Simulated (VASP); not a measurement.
# Li3S2 (R-3m) in VASP: notebook

The runs below take Li3S2 through single point, relaxation of cell and atoms, with PBE.

All numbers are computed with VASP 6.6.1; they aren't measurements. Logs are shortened: lines on timing, memory, paths and dates and some standing lists are left out, and cuts for length are marked.

**1. The cell of the first run**

It takes space group R-3m (No. 166, trigonal). The conventional cell has a = 7.593 Å, b = 7.593 Å, c = 6.049 Å, α = 90.00°, β = 90.00°, γ = 120.00°. Within 3.0 Å of Li (site symmetry 2/m) lie 2 S at 2.27 Å and 4 Li at 2.98 Å. Within 3.0 Å of S (site symmetry 3m) lie 3 Li at 2.27 Å and 1 S at 2.87 Å.

The cell was built from a structure type or drawn by symmetry, and may not be a known phase.

**2. Single point, PBE**

The input, INCAR:

```
SYSTEM = Li3S2
PREC = Accurate
ENCUT = 520
EDIFF = 1E-7
ISMEAR = 0
SIGMA = 0.1
LREAL = .FALSE.
LASPH = .TRUE.
NELM = 60
ALGO = Normal
ISIF = 2
LWAVE = .FALSE.
LCHARG = .TRUE.
GGA = PE
LELF = .TRUE.
LVHAR = .TRUE.
NBANDS = 18
```

The input, KPOINTS:

```
Automatic mesh
0
G
  6 6 6
  0 0 0
```

The input, POSCAR:

```
Li3S2
1.0
    3.7966403909      2.1919913505      2.0164960413
   -3.7966403909      2.1919913505      2.0164960413
    0.0000000000     -4.3839827047      2.0164960373
Li S
3 2
Direct
    0.0000000000      0.5000000000      0.0000000000
    0.0000000000      0.0000000000      0.5000000000
    0.5000000000      0.0000000000      0.0000000000
    0.7369299237      0.7369299237      0.7369299237
    0.2630700763      0.2630700763      0.2630700763
```

Potentials or basis: VASP PAW PBE potentials, release 64 (Li_sv, S).

Run with:

```bash
$ cat potpaw_PBE.64/Li_sv/POTCAR potpaw_PBE.64/S/POTCAR > POTCAR
$ mpirun -np 1 vasp_std > vasp.out
```

OUTCAR:

```text
SYSTEM = Li3S2
   PREC = Accurate
   ENCUT = 520
   EDIFF = 1E-7
   ISMEAR = 0
   LREAL = .FALSE.
   LASPH = .TRUE.
   NELM = 60
   ISIF = 2
   GGA = PE

 ion  position               nearest neighbor table
   1  0.000  0.500  0.000-   4 2.27   5 2.27
   2  0.000  0.000  0.500-   4 2.27   5 2.27
   3  0.500  0.000  0.000-   4 2.27   5 2.27
   4  0.737  0.737  0.737-   1 2.27   3 2.27   2 2.27
   5  0.263  0.263  0.263-   1 2.27   3 2.27   2 2.27

  LATTYP: Found a trigonal (rhomboedric) cell.
 ALAT       =     4.8255114364
 COS(alpha) =    -0.2380615173

  Lattice vectors:

 A1 = (   3.7966403909,   2.1919913505,   2.0164960413)
 A2 = (  -3.7966403909,   2.1919913505,   2.0164960413)
 A3 = (   0.0000000000,  -4.3839827047,   2.0164960373)

Analysis of symmetry for initial positions (statically):
=====================================================================
 Subroutine PRICEL returns:
 Original cell was already a primitive cell.

 Routine SETGRP: Setting up the symmetry group for a
 trigonal (rhombohedral) supercell.

 Subroutine GETGRP returns: Found 12 space group operations
 (whereof 12 operations were pure point group operations)
 out of a pool of 12 trial point group operations.

The static configuration has the point symmetry D_3d.

Analysis of symmetry for dynamics (positions and initial velocities):
=====================================================================
 Subroutine PRICEL returns:
 Original cell was already a primitive cell.

 Routine SETGRP: Setting up the symmetry group for a
 trigonal (rhombohedral) supercell.

 Subroutine GETGRP returns: Found 12 space group operations
 (whereof 12 operations were pure point group operations)
 out of a pool of 12 trial point group operations.

The dynamic configuration has the point symmetry D_3d.

 Subroutine INISYM returns: Found 12 space group operations
 (whereof 12 operations are pure point group operations),
 and found     1 'primitive' translations

----------------------------------------------------------------------------------------

                                     Primitive cell

  volume of cell :     100.6901

  direct lattice vectors                    reciprocal lattice vectors
     3.796640391  2.191991350  2.016496041     0.131695380  0.076034363  0.165303242
[... 86 lines left out ...]
   ISPIN  =      1    spin polarized calculation?
   LNONCOLLINEAR =      F non collinear calculations
   LSORBIT =      F    spin-orbit coupling
   LASPH  =      T    aspherical Exc in radial PAW
   ENCUT  =  520.0 eV  38.22 Ry    6.18 a.u.   8.97  8.97  8.97*2*pi/ulx,y,z
   NELM   =     60;   NELMIN=  2; NELMDL= -5     # of ELM steps
   EDIFF  = 0.1E-06   stopping-criterion for ELM
   LREAL  =      F    real-space projection
   EDIFFG = 0.1E-05   stopping-criterion for IOM
   NSW    =      0    number of steps for IOM
   IBRION =     -1    ionic relax: 0-MD 1-quasi-New 2-CG
   NFREE  =      0    steps in history (QN), initial steepest desc. (CG)
   ISIF   =      2    stress and relaxation
   ISYM   =      2    0-nonsym 1-usesym 2-fastsym
   POTIM  = 0.5000    time-step for ionic-motion
   TEBEG  =    0.0;   TEEND  =   0.0 temperature during run
   PSTRESS=    0.0 pullay stress
   NELECT =      21.0000    total number of electrons
   NUPDOWN=      -1.0000    fix difference up-down
   EMIN   =  10.00;   EMAX   =-10.00  energy-range for DOS
   EFERMI =   0.00;   METHOD = LEGACY
   ISMEAR =     0;   SIGMA  =   0.10  broadening in eV -4-tet -1-fermi 0-gaus
   EFERMI_NEDOS =   21; number of points for ismear=-14 and -15
   IALGO  =     38    algorithm
   IMIX   =      4    mixing-type and parameters
     AMIX     =   0.40;   BMIX     =  1.00
     AMIX_MAG =   1.60;   BMIX_MAG =  1.00
  volume/ion in A,a.u.               =      20.14       135.90
  Fermi-wavevector in a.u.,A,eV,Ry     =   0.970850  1.834641 12.824177  0.942550
  Thomas-Fermi vector in A             =   2.101019
   LORBIT       =      0    0 simple, 1 ext, 2 COOP (PROOUT), +10 PAW based schemes
   GGA     = PE    functional components
   LHFCALC =     F    Hartree Fock is set to
   AEXX    =    0.0000 exact exchange contribution
   IVDW    =     0    specifies the selected vdW correction
   LEPSILON=     F    determine dielectric tensor
   LRPA    =     F    only Hartree local field effects (RPA)
 non-spin polarized calculation
 Gauss-broadening in eV      SIGMA  =   0.10
  energy-cutoff  :      520.00
  volume of cell :      100.69
 maximum number of plane-waves:      2728
   NGX = 17   NGY = 17   NGZ = 17

 number of electron      21.0000017 magnetization

 Free energy of the ion-electron system (eV)
  ---------------------------------------------------
  ext. energy  EPLUGINS =         0.00000000
  ---------------------------------------------------
  free energy    TOTEN  =       -17.77389939 eV

  energy without entropy =      -17.77389939  energy(sigma->0) =      -17.77389939

 E-fermi :   1.9369     XC(G=0):  -7.6683

 val. band max:        1.5101326332   @ k =   0.3333   0.1667   0.1667
 cond. band min:       2.4531798660   @ k =   0.5000   0.3333   0.3333
 fundamental gap:      0.9430472328
 Fermi energy:         1.9368788374

 k-point     1 :       0.0000    0.0000    0.0000
  band No.  band energies     occupation
      1     -44.3137      2.00000
      2     -44.3008      2.00000
      3     -44.3008      2.00000
      4     -10.6485      2.00000
      5      -9.3337      2.00000
      6      -1.8967      2.00000
[... 481 lines left out ...]
      5      -9.6758      2.00000
      6      -1.5551      2.00000
[... 10 lines left out ...]
     17      10.2558      0.00000
     18      10.5453      0.00000

 [... further k-points ...]
[... 5 lines left out ...]
  --------------------------------------------------------------------------------------
  -------------------------------------------------------------------------------------
  Total        0.0395968      0.0395968     -0.0802928      0.0000000      0.0000000      0.0000000
  in kB        0.6300625      0.6300625     -1.2776156      0.0000000      0.0000000      0.0000000
  external PRESSURE =      -0.0058302 kB  Pullay stress =       0.0000000 kB

 VOLUME and BASIS-vectors are now :
 -----------------------------------------------------------------------------
  energy-cutoff  :      520.00
  volume of cell :      100.69
      direct lattice vectors                 reciprocal lattice vectors
     3.796640391  2.191991350  2.016496041     0.131695380  0.076034363  0.165303242
    -3.796640391  2.191991350  2.016496041    -0.131695380  0.076034363  0.165303242
     0.000000000 -4.383982705  2.016496037     0.000000000 -0.152068727  0.165303242

 POSITION                                       TOTAL-FORCE (eV/Angst)
 -----------------------------------------------------------------------------------
     -1.89832      1.09600      1.00825         0.000000      0.000000      0.000000
      0.00000     -2.19199      1.00825         0.000000      0.000000      0.000000
      1.89832      1.09600      1.00825        -0.000000      0.000000     -0.000000
      0.00000     -0.00000      4.45805        -0.000000      0.000000     -0.011227
      0.00000     -0.00000      1.59144        -0.000000     -0.000000      0.011227
 -----------------------------------------------------------------------------------
    total drift:                                0.000000      0.000000     -0.000000

  FREE ENERGIE OF THE ION-ELECTRON SYSTEM (eV)
  ---------------------------------------------------
  free  energy   TOTEN  =       -17.7738993947 eV

  energy  without entropy=      -17.7738993946  energy(sigma->0) =      -17.77389939
```

Wall time 37 s (1 thread of Intel Xeon Platinum 8488C (Sapphire Rapids), shared host); peak memory 0.21 GiB.

What came out:

| Quantity | Value |
| --- | --- |
| Free energy | -17.7739 eV |
| Largest force | 0.011 eV/Å |
| Band gap on the k mesh | zero (an odd number of electrons rules out a gap without spin polarisation) |

Forces on the atoms (eV/Å):
```
Li   0.000  0.000  0.000
Li   0.000  0.000  0.000
Li   0.000  0.000  0.000
S    0.000  0.000 -0.011
S    0.000  0.000  0.011
```

Caveat: the cutoff is under 1.25 times the usual one of these potentials, so pressure, stress and relaxed cells hold a basis-set (Pulay) error.

**3. Single point, PBE**

This run uses another cell than the first one, of 21.59 Å³/atom.

The input, INCAR:

```
SYSTEM = Li3S2
ALGO = Normal
EDIFF = 1E-7
ENCUT = 520
GGA = PE
ISIF = 2
ISMEAR = 0
LASPH = .TRUE.
LCHARG = .FALSE.
LREAL = .FALSE.
LWAVE = .FALSE.
NBANDS = 18
NELM = 60
PREC = Accurate
SIGMA = 0.1
```

The input, KPOINTS:

```
k-points
0
G
  6 6 6
  0 0 0
```

The input, POSCAR:

```
Li3S2
1.0
    3.3944849100      1.9598067700      2.7043033800
   -3.3944849100      1.9598067700      2.7043033800
    0.0000000000     -3.9196135500      2.7043033800
Li S
3 2
Direct
    0.0000000000      0.5000000000      0.0000000000
    0.0000000000      0.0000000000      0.5000000000
    0.5000000000      0.0000000000      0.0000000000
    0.8187567600      0.8187567600      0.8187567600
    0.1812432400      0.1812432400      0.1812432400
```

Potentials or basis: VASP PAW PBE potentials, release 64 (Li_sv, S).

Run with:

```bash
$ cat potpaw_PBE.64/Li_sv/POTCAR potpaw_PBE.64/S/POTCAR > POTCAR
$ mpirun -np 1 vasp_std > vasp.out
```

Run time: 38 s. Hardware: 1 thread of Intel Xeon Platinum 8488C (Sapphire Rapids), shared host; peak memory 0.22 GiB.

Results (log left out):

```
Free energy            : -15.5657 eV
Largest force          : 0.313 eV/Å
Band gap on the k mesh : zero (an odd number of electrons rules out a gap without spin polarisation)
```

Forces in eV/Å, atoms in the order of the input:
```
Li   0.000  0.000  0.000
Li   0.000  0.000  0.000
Li   0.000  0.000  0.000
S    0.000  0.000 -0.313
S    0.000  0.000  0.313
```

Levels at points of the mesh, in eV from the Fermi level:
| k point | band 7 | band 8 | band 9 | band 10 | band 11 | band 12 | band 13 | band 14 |
| --- | --- | --- | --- | --- | --- | --- | --- | --- |
| (0.00, 0.00, 0.00) | -2.32 | -2.32 | -1.25 | -1.25 | 0.15 | 3.06 | 3.83 | 3.83 |
| (0.50, 0.00, 0.00) | -2.45 | -2.31 | -1.70 | -1.11 | -0.10 | 4.15 | 4.87 | 5.09 |
| (0.50, 0.50, 0.00) | -2.63 | -2.04 | -1.72 | -1.56 | 0.03 | 4.18 | 4.63 | 6.20 |
| (0.50, 0.50, 0.50) | -2.24 | -2.24 | -2.06 | -2.06 | 0.06 | 4.47 | 4.47 | 6.51 |

Caveat: the cutoff is under 1.25 times the usual one of these potentials, so pressure, stress and relaxed cells hold a basis-set (Pulay) error.

**4. Relaxation of cell and atoms, PBE**

This run uses another cell than the first one, of 21.59 Å³/atom.

The input, INCAR:

```
SYSTEM = Li3S2
PREC     = Accurate       ! precision mode
ENCUT    = 600            ! plane-wave cutoff, eV
EDIFF    = 1E-6           ! SCF threshold, eV
ISMEAR   = 0              ! smearing method
SIGMA    = 0.1            ! smearing width, eV
LREAL    = .False.        ! projectors in reciprocal space
LASPH    = .True.         ! aspherical terms in the spheres
NELM     = 100            ! most SCF steps
ALGO     = Normal         ! electronic algorithm
ISIF     = 3              ! what is computed and relaxed
LWAVE    = .False.        ! write WAVECAR
LCHARG   = .False.        ! write CHGCAR
GGA      = PE             ! functional
IBRION   = 2              ! ionic algorithm
NSW      = 90             ! ionic steps
EDIFFG   = -0.04          ! ionic threshold
```

The input, KPOINTS:

```
Automatic mesh
0
Gamma
  6 6 6
  0 0 0
```

POSCAR is that of step 3.

Run with:

```bash
$ cat potpaw_PBE.64/Li_sv/POTCAR potpaw_PBE.64/S/POTCAR > POTCAR
$ mpirun -np 1 vasp_std > vasp.out
```

Wall time 14 min (1 thread of Intel Xeon Platinum 8488C (Sapphire Rapids), shared host); peak memory 0.26 GiB.

It converged, with:

```yaml
Free_energy: -17.7728 eV
Relaxed_volume: 20.19 Å³/atom
Relaxed_cell: a = 4.833 Å, b = 4.833 Å, c = 4.833 Å, α = 103.86°, β = 103.86°, γ = 103.86°
Space_group_after_relaxing_to_0.1_Å: R-3m (No. 166)
Energy_gained_by_relaxing: 440.9 meV/atom
Ionic_steps: 41
Pressure_after_relaxing: -0.1 GPa
Largest_force_after_relaxing: 0.036 eV/Å
Band_gap_on_the_k_mesh: zero (an odd number of electrons rules out a gap without spin polarisation)
```

Forces in eV/Å, atoms in the order of the input:
```
Li   0.000  0.000  0.000
Li   0.000  0.000  0.000
Li   0.000  0.000  0.000
S    0.000  0.000 -0.036
S    0.000  0.000  0.036
```

Stress tensor (GPa, compression positive):
```
-0.13  0.00  0.00
 0.00 -0.13  0.00
 0.00  0.00 -0.04
```

Step by step:
```csv
step,energy change (eV),largest force (eV/Å),pressure (GPa),volume (Å³)
1,0.0000,0.3131,14.05,107.94
3,-1.8306,0.0558,-0.47,143.19
5,-1.8313,0.0464,-0.10,141.39
7,-1.8423,0.0941,0.02,138.11
9,-1.8433,0.1423,0.07,137.12
11,-1.8538,0.1382,-0.70,136.50
13,-1.8592,0.1381,-0.75,135.52
15,-1.8871,0.1436,-1.02,131.05
17,-2.0448,0.3386,-1.94,112.90
19,-1.9471,0.8026,-1.01,111.75
21,-1.9290,0.9241,-0.81,109.21
23,-1.9210,0.9376,-0.67,106.40
25,-1.9185,0.9165,-0.61,105.50
27,-1.9155,0.7249,-0.40,102.87
29,-1.9253,0.8318,-0.53,104.24
31,-1.9605,0.7577,-0.52,103.97
33,-2.0735,0.5079,-0.40,102.87
35,-2.1883,0.1188,1.03,98.16
37,-2.1988,0.1388,0.57,99.35
39,-2.2041,0.0431,-0.10,101.01
41,-2.2043,0.0362,-0.10,100.97
```

Final structure:
```
Li S
1.0
     3.80453    2.19654    2.01377
    -3.80453    2.19654    2.01377
     0.00000   -4.39309    2.01377
Li S
3 2
Cartesian
  -1.9023 1.0983 1.0069
  0.0000 -2.1965 1.0069
  1.9023 1.0983 1.0069
  0.0000 0.0000 4.4631
  0.0000 0.0000 1.5782
```

Levels at points of the mesh, in eV from the Fermi level:
| k point | band 8 | band 9 | band 10 | band 11 | band 12 | band 13 |
| --- | --- | --- | --- | --- | --- | --- |
| (0.00, 0.00, 0.00) | -2.78 | -1.81 | -1.81 | 1.12 | 1.45 | 2.20 |
| (0.50, 0.00, 0.00) | -2.63 | -2.02 | -1.96 | -1.68 | 2.98 | 3.18 |
| (0.50, 0.50, 0.00) | -2.87 | -1.98 | -1.95 | 1.11 | 2.22 | 3.11 |
| (0.50, 0.50, 0.50) | -2.60 | -2.60 | -2.15 | -2.06 | 3.56 | 3.56 |

Caveat: the cutoff is under 1.25 times the usual one of these potentials, so pressure, stress and relaxed cells hold a basis-set (Pulay) error.

**5. Single point, PBE**

This run uses another cell than the first one, of 20.22 Å³/atom.

The input, INCAR:

```
SYSTEM = Li3S2
ALGO = Normal
EDIFF = 1E-6
ENCUT = 520
GGA = PE
ISIF = 2
ISMEAR = 0
LASPH = .TRUE.
LCHARG = .TRUE.
LELF = .TRUE.
LREAL = .FALSE.
LVHAR = .TRUE.
LWAVE = .FALSE.
NBANDS = 18
NELM = 100
PREC = Accurate
SIGMA = 0.1
```

The input, KPOINTS:

```
k-points
0
G
  12 12 12
  0 0 0
```

The input, POSCAR:

```
Li3S2
1.0
    3.7956769069      2.1914350840      2.0262146866
   -3.7956769069      2.1914350840      2.0262146866
    0.0000000000     -4.3828701679      2.0262146866
Li S
3 2
Direct
    0.0000000000      0.5000000000      0.0000000000
    0.0000000000      0.0000000000      0.5000000000
    0.5000000000      0.0000000000      0.0000000000
    0.7367165847      0.7367165847      0.7367165847
    0.2632834153      0.2632834153      0.2632834153
```

Run with:

```bash
$ cat potpaw_PBE.64/Li_sv/POTCAR potpaw_PBE.64/S/POTCAR > POTCAR
$ mpirun -np 1 vasp_std > vasp.out
```

It took 2.7 min on 1 thread of Intel Xeon Platinum 8488C (Sapphire Rapids), shared host; peak memory 0.38 GiB.

The run converged. Its results:

```
Free energy            : -17.7371 eV
Largest force          : 0.010 eV/Å
Band gap on the k mesh : zero (an odd number of electrons rules out a gap without spin polarisation)
```

Forces in eV/Å, atoms in the order of the input:
```
Li   0.000  0.000  0.000
Li   0.000  0.000  0.000
Li   0.000  0.000  0.000
S    0.000  0.000 -0.010
S    0.000  0.000  0.010
```

Levels at points of the mesh, in eV from the Fermi level:
| k point | band 9 | band 10 | band 11 | band 12 | band 13 | band 14 |
| --- | --- | --- | --- | --- | --- | --- |
| (0.00, 0.00, 0.00) | -1.75 | -1.75 | 1.11 | 1.55 | 2.26 | 2.26 |
| (0.50, 0.00, 0.00) | -1.96 | -1.95 | -1.58 | 3.05 | 3.25 | 3.96 |
| (0.50, 0.50, 0.00) | -1.92 | -1.89 | 1.11 | 2.32 | 3.18 | 5.22 |
| (0.50, 0.50, 0.50) | -2.50 | -2.16 | -1.96 | 3.68 | 3.68 | 5.42 |

Caveat: the cutoff is under 1.25 times the usual one of these potentials, so pressure, stress and relaxed cells hold a basis-set (Pulay) error.

**6. The runs side by side**

```csv
task,cell,k mesh,cutoff (eV),gap on the mesh (eV),largest force (eV/Å)
single point,"a = 4.826 Å, angles 103.8°, 5 atoms, atomic positions A",6 × 6 × 6,520,none,0.01
single point,"a = 4.762 Å, angles 90.9°, 5 atoms, atomic positions B",6 × 6 × 6,520,none,0.31
relaxation of cell and atoms,"relaxed from a = 4.762 Å, angles 90.9°, 5 atoms, atomic positions B",6 × 6 × 6,600,none,0.04
single point,"a = 4.829 Å, angles 103.6°, 5 atoms, atomic positions A",12 × 12 × 12,520,none,0.01
```

Alike in all rows: level PBE; potentials or basis VASP PAW PBE potentials, release 64 (Li_sv, S); no spin polarisation; smearing gaussian 0.1 eV.

Caveats: the cutoff is under 1.25 times the usual one of these potentials, so pressure, stress and relaxed cells hold a basis-set (Pulay) error.

Absolute energies hang on the potentials; compare differences alone.
